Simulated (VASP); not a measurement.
# Al in VASP: relaxation of the atoms with PBEsol

Aim: the relaxation of the atoms of Al with PBEsol.

Program: VASP 6.6.1. These are calculated values, not measurements. Logs are shortened: lines on timing, memory, paths and dates and some standing lists are left out, and cuts for length are marked.

## 1. The cell of the first run

The cell holds a slab with vacuum, 5 atoms: a = 2.839 Å, b = 4.015 Å, c = 21.678 Å, α = 90.00°, β = 90.00°, γ = 90.00°.

## 2. Relaxation of the atoms, PBEsol

File INCAR:

```
ALGO     = Normal         # electronic algorithm
DIPOL    = 0.5 0.5 0.500
EDIFF    = 1E-6           # SCF threshold, eV
EDIFFG   = -0.01          # ionic threshold
ENCUT    = 520            # plane-wave cutoff, eV
GGA      = PS             # functional
IBRION   = 2              # ionic algorithm
IDIPOL   = 3            
ISIF     = 2              # what is computed and relaxed
ISMEAR   = -1             # smearing method
LASPH    = T              # aspherical terms in the spheres
LCHARG   = F              # write CHGCAR
LDIPOL   = T            
LREAL    = F              # projectors in reciprocal space
LWAVE    = F              # write WAVECAR
NELM     = 60             # most SCF steps
NSW      = 32             # ionic steps
PREC     = Accurate       # precision mode
SIGMA    = 0.1            # smearing width, eV
```

File KPOINTS:

```
k-points
0
Gamma
  13 9 1
```

File POSCAR:

```
Al
1.0
    2.8388187244      0.0000000000      0.0000000000
    0.0000000000      4.0146959412      0.0000000000
    0.0000000000      0.0000000000     21.6776000000
Al
5
Direct
    0.0000000000      0.0000000000      0.3735785802
    0.5000000000      0.5000000000      0.4345880705
    0.0000000000      0.0000000000      0.4999999986
    0.5000000000      0.5000000000      0.5654119312
    0.0000000000      0.0000000000      0.6264214195
```

Potentials or basis: VASP PAW PBE potentials, release 64 (Al).

On the command line:

```
> cat potpaw_PBE.64/Al/POTCAR > POTCAR
> mpirun -np 1 vasp_std > vasp.out
```

OUTCAR:

```text
EDIFF = 1E-6
   EDIFFG = -0.01
   ENCUT = 520
   GGA = PS
   IBRION = 2
   ISIF = 2
   ISMEAR = -1
   LASPH = T
   LREAL = F
   NELM = 60
   NSW = 32
   PREC = Accurate

 ion  position               nearest neighbor table
   1  0.000  0.000  0.374-   3 2.74   2 2.79   2 2.79   2 2.79   2 2.79
   2  0.500  0.500  0.435-   1 2.79   1 2.79   1 2.79   1 2.79   4 2.84   3 2.84   3 2.84   3 2.84
                             3 2.84
   3  0.000  0.000  0.500-   1 2.74   5 2.74   2 2.84   2 2.84   2 2.84   2 2.84   4 2.84   4 2.84
                             4 2.84   4 2.84
   4  0.500  0.500  0.565-   5 2.79   5 2.79   5 2.79   5 2.79   2 2.84   3 2.84   3 2.84   3 2.84
                             3 2.84
   5  0.000  0.000  0.626-   3 2.74   4 2.79   4 2.79   4 2.79   4 2.79

  LATTYP: Found a simple orthorhombic cell.
 ALAT       =     2.8388187244
 B/A-ratio  =     1.4142135624
 C/A-ratio  =     7.6361339362

  Lattice vectors:

 A1 = (   2.8388187244,   0.0000000000,   0.0000000000)
 A2 = (   0.0000000000,   4.0146959412,   0.0000000000)
 A3 = (   0.0000000000,   0.0000000000,  21.6776000000)

Analysis of symmetry for initial positions (statically):
=====================================================================
 Subroutine PRICEL returns:
 Original cell was already a primitive cell.

 Routine SETGRP: Setting up the symmetry group for a
 simple orthorhombic supercell.

 Subroutine GETGRP returns: Found  8 space group operations
 (whereof  8 operations were pure point group operations)
 out of a pool of  8 trial point group operations.

The static configuration has the point symmetry D_2h.

Analysis of symmetry for dynamics (positions and initial velocities):
=====================================================================
 Subroutine PRICEL returns:
 Original cell was already a primitive cell.

 Routine SETGRP: Setting up the symmetry group for a
 simple orthorhombic supercell.

 Subroutine GETGRP returns: Found  8 space group operations
 (whereof  8 operations were pure point group operations)
 out of a pool of  8 trial point group operations.

The dynamic configuration has the point symmetry D_2h.

 Subroutine INISYM returns: Found  8 space group operations
 (whereof  8 operations are pure point group operations),
 and found     1 'primitive' translations

----------------------------------------------------------------------------------------

                                     Primitive cell

  volume of cell :     247.0595

  direct lattice vectors                    reciprocal lattice vectors
     2.838818724  0.000000000  0.000000000     0.352259195  0.000000000  0.000000000
     0.000000000  4.014695941  0.000000000     0.000000000  0.249084866  0.000000000
     0.000000000  0.000000000 21.677600000     0.000000000  0.000000000  0.046130568

  length of vectors
     2.838818724  4.014695941 21.677600000     0.352259195  0.249084866  0.046130568

  position of ions in fractional coordinates (direct lattice)
     0.000000000  0.000000000  0.373578580
     0.500000000  0.500000000  0.434588070
     0.000000000  0.000000000  0.499999999
     0.500000000  0.500000000  0.565411931
     0.000000000  0.000000000  0.626421419

  ion indices of the primitive-cell ions
   primitive index   ion index
                 1           1
                 2           2
                 3           3
                 4           4
                 5           5

----------------------------------------------------------------------------------------

 KPOINTS: k-points

Automatic generation of k-mesh.
 Grid dimensions read from file:
 generate k-points for:   13    9    1

 Generating k-lattice:

  Cartesian coordinates                     Fractional coordinates (reciprocal lattice)
     0.027096861  0.000000000  0.000000000     0.076923077  0.000000000  0.000000000
     0.000000000  0.027676096  0.000000000     0.000000000  0.111111111  0.000000000
     0.000000000  0.000000000  0.046130568     0.000000000  0.000000000  1.000000000

  Length of vectors
     0.027096861  0.027676096  0.046130568

  Shift w.r.t. Gamma in fractional coordinates (k-lattice)
     0.000000000  0.000000000  0.000000000

 Subroutine IBZKPT returns following result:
 ===========================================

 Found     35 irreducible k-points:

 Following reciprocal coordinates:
            Coordinates               Weight
  0.000000  0.000000  0.000000      1.000000
  0.076923  0.000000  0.000000      2.000000
  0.153846  0.000000  0.000000      2.000000
  0.230769  0.000000  0.000000      2.000000
  0.307692  0.000000  0.000000      2.000000
  0.384615  0.000000  0.000000      2.000000
[... 16 lines left out ...]
  0.076923  0.333333  0.000000      4.000000
  0.153846  0.333333  0.000000      4.000000
 [... further k-points ...]
   k-points           NKPTS =     35   k-points in BZ     NKDIM =     35   number of bands    NBANDS=     11
   number of dos      NEDOS =    301   number of ions     NIONS =      5
   total plane-waves  NPLWV = 116640
   dimension x,y,z NGX =    24 NGY =   30 NGZ =  162
   dimension x,y,z NGXF=    48 NGYF=   60 NGZF=  324
   ions per type =               5
   NGX,Y,Z   is equivalent  to a cutoff of  14.05, 12.42, 12.42 a.u.
   NGXF,Y,Z  is equivalent  to a cutoff of  28.11, 24.85, 24.85 a.u.
 SYSTEM =  unknown system
   PREC   = accura    normal or accurate (medium, high low for compatibility)
   ISTART =      0    job   : 0-new  1-cont  2-samecut
   ICHARG =      2    charge: 1-file 2-atom 10-const
   ISPIN  =      1    spin polarized calculation?
   LNONCOLLINEAR =      F non collinear calculations
   LSORBIT =      F    spin-orbit coupling
   LASPH  =      T    aspherical Exc in radial PAW
   ENCUT  =  520.0 eV  38.22 Ry    6.18 a.u.   5.28  7.46 40.31*2*pi/ulx,y,z
   NELM   =     60;   NELMIN=  2; NELMDL= -5     # of ELM steps
   EDIFF  = 0.1E-05   stopping-criterion for ELM
   LREAL  =      F    real-space projection
   EDIFFG = -.1E-01   stopping-criterion for IOM
   NSW    =     32    number of steps for IOM
   IBRION =      2    ionic relax: 0-MD 1-quasi-New 2-CG
   NFREE  =      1    steps in history (QN), initial steepest desc. (CG)
   ISIF   =      2    stress and relaxation
   ISYM   =      2    0-nonsym 1-usesym 2-fastsym
   POTIM  = 0.5000    time-step for ionic-motion
   TEBEG  =    0.0;   TEEND  =   0.0 temperature during run
   PSTRESS=    0.0 pullay stress
   NELECT =      15.0000    total number of electrons
   NUPDOWN=      -1.0000    fix difference up-down
   EMIN   =  10.00;   EMAX   =-10.00  energy-range for DOS
   EFERMI =   0.00;   METHOD = LEGACY
   ISMEAR =    -1;   SIGMA  =   0.10  broadening in eV -4-tet -1-fermi 0-gaus
   EFERMI_NEDOS =   21; number of points for ismear=-14 and -15
   IALGO  =     38    algorithm
   IMIX   =      4    mixing-type and parameters
     AMIX     =   0.40;   BMIX     =  1.00
     AMIX_MAG =   1.60;   BMIX_MAG =  1.00
  volume/ion in A,a.u.               =      49.41       333.45
  Fermi-wavevector in a.u.,A,eV,Ry     =   0.643435  1.215916  5.632931  0.414009
  Thomas-Fermi vector in A             =   1.710434
   LORBIT       =      0    0 simple, 1 ext, 2 COOP (PROOUT), +10 PAW based schemes
   GGA     = PS    functional components
   LHFCALC =     F    Hartree Fock is set to
   AEXX    =    0.0000 exact exchange contribution
   IVDW    =     0    specifies the selected vdW correction
   LEPSILON=     F    determine dielectric tensor
   LRPA    =     F    only Hartree local field effects (RPA)
 conjugate gradient relaxation of ions
 non-spin polarized calculation
  energy-cutoff  :      520.00
  volume of cell :      247.06
 maximum number of plane-waves:      6689
 NGX is ok and might be reduce to    24
   NGX = 11   NGY = 15   NGZ = 81

 number of electron      15.0000000 magnetization

 dipolmoment           0.000000      0.000000      0.000000 electrons x Angstroem

 Free energy of the ion-electron system (eV)
  ---------------------------------------------------
  ext. energy  EPLUGINS =         0.00000000
  ---------------------------------------------------
  free energy    TOTEN  =       -18.88724297 eV

  energy without entropy =      -18.82449809  energy(sigma->0) =      -18.85587053

 E-fermi :   0.0660     XC(G=0):  -4.3020

 val. band max:        0.0544391524   @ k =   0.3077   0.2222   0.0000
 cond. band min:       0.1792992808   @ k =   0.2308   0.2222   0.0000
 fundamental gap:      0.1248601284
 Fermi energy:         0.0659786023

 k-point     1 :       0.0000    0.0000    0.0000
  band No.  band energies     occupation
      1     -10.7568      2.00000
      2      -9.0053      2.00000
      3      -6.2553      2.00000
      4      -3.3620      2.00000
      5      -2.5150      2.00000
      6      -1.0502      1.99997
      7      -0.9023      1.99988
      8      -0.6379      1.99825
      9       0.7188      0.00292
     10       1.8243      0.00000
     11       2.2457      0.00000

 k-point     2 :       0.0769    0.0000    0.0000
  band No.  band energies     occupation
      1     -10.6485      2.00000
      2      -8.8979      2.00000
      3      -6.1492      2.00000
      4      -3.2588      2.00000
      5      -2.4161      2.00000
      6      -0.9487      1.99992
      7      -0.8035      1.99967
      8      -0.5428      1.99547
      9       0.8170      0.00109
     10       1.9237      0.00000
     11       2.3303      0.00000
[... 295 lines left out ...]
 k-point    24 :       0.1538    0.3333    0.0000
  band No.  band energies     occupation
      1      -9.3195      2.00000
      2      -7.6024      2.00000
      3      -6.3525      2.00000
      4      -4.8497      2.00000
      5      -4.5893      2.00000
      6      -2.0803      2.00000
      7      -1.8972      2.00000
      8       0.8627      0.00069
      9       1.4077      0.00000
     10       2.7725      0.00000
     11       3.4923      0.00000

 [... further k-points ...]

------------------------ aborting loop because EDIFF is reached ----------------------------------------

 vacuum level on the upper side and lower side of the slab       (xc-potential included)        -0.133        -0.133

  FORCE on cell =-STRESS in cart. coord.  units (eV):
  Direction    XX          YY          ZZ          XY          YZ          ZX
  --------------------------------------------------------------------------------------
  -------------------------------------------------------------------------------------
  Total       -1.2972526     -0.4577344     -0.0117433      0.0000000      0.0000000      0.0000000
  in kB       -8.4126653     -2.9684011     -0.0761554      0.0000000      0.0000000      0.0000000
  external PRESSURE =      -3.8190739 kB  Pullay stress =       0.0000000 kB

 VOLUME and BASIS-vectors are now :
 -----------------------------------------------------------------------------
  energy-cutoff  :      520.00
  volume of cell :      247.06
      direct lattice vectors                 reciprocal lattice vectors
     2.838818724  0.000000000  0.000000000     0.352259195  0.000000000  0.000000000
     0.000000000  4.014695941  0.000000000     0.000000000  0.249084866  0.000000000
     0.000000000  0.000000000 21.677600000     0.000000000  0.000000000  0.046130568

 POSITION                                       TOTAL-FORCE (eV/Angst)
 -----------------------------------------------------------------------------------
      0.00000      0.00000      8.09829         0.000000      0.000000     -0.001538
      1.41941      2.00735      9.42083         0.000000      0.000000      0.005806
      0.00000      0.00000     10.83880         0.000000      0.000000      0.000000
      1.41941      2.00735     12.25677         0.000000      0.000000     -0.005806
      0.00000      0.00000     13.57931         0.000000      0.000000      0.001538
 -----------------------------------------------------------------------------------
    total drift:                                0.000000      0.000000     -0.000001

  FREE ENERGIE OF THE ION-ELECTRON SYSTEM (eV)
  ---------------------------------------------------
  free  energy   TOTEN  =       -18.8872429711 eV

  energy  without entropy=      -18.8244980868  energy(sigma->0) =      -18.85587053

 reached required accuracy - stopping structural energy minimisation

 vacuum level on the upper side and lower side of the slab         3.961         3.961
```

Wall time 3.6 min (1 thread of Oxide Virtual Turin-like, shared host); peak memory 0.3 GiB.

Results:

| Property | Result |
| --- | --- |
| Free energy | -18.8872 eV |
| Largest force after relaxing | 0.006 eV/Å |
| Band gap on the k mesh | zero (an odd number of electrons rules out a gap without spin polarisation) |

Forces on the atoms (eV/Å):
```
Al   0.000  0.000 -0.002
Al   0.000  0.000  0.006
Al   0.000  0.000  0.000
Al   0.000  0.000 -0.006
Al   0.000  0.000  0.002
```

Final structure:
```
Al
1.0
     2.83882    0.00000    0.00000
     0.00000    4.01470    0.00000
     0.00000    0.00000   21.67760
Al
5
Direct
  0.00000 0.00000 0.37358
  0.50000 0.50000 0.43459
  0.00000 0.00000 0.50000
  0.50000 0.50000 0.56541
  0.00000 0.00000 0.62642
```

Levels at points of the mesh, in eV from the Fermi level:
```
           k point  band 5  band 6  band 7  band 8  band 9  band 10
(0.00, 0.00, 0.00)   -2.58   -1.12   -0.97   -0.70    0.65     1.76
```

Caveat: the relaxation stopped at its first step, so nothing moved; the PAW data sets were made with another functional, which shifts forces and pressure a little.

The gap in the log of VASP goes by the Fermi energy; the results here count the filled bands.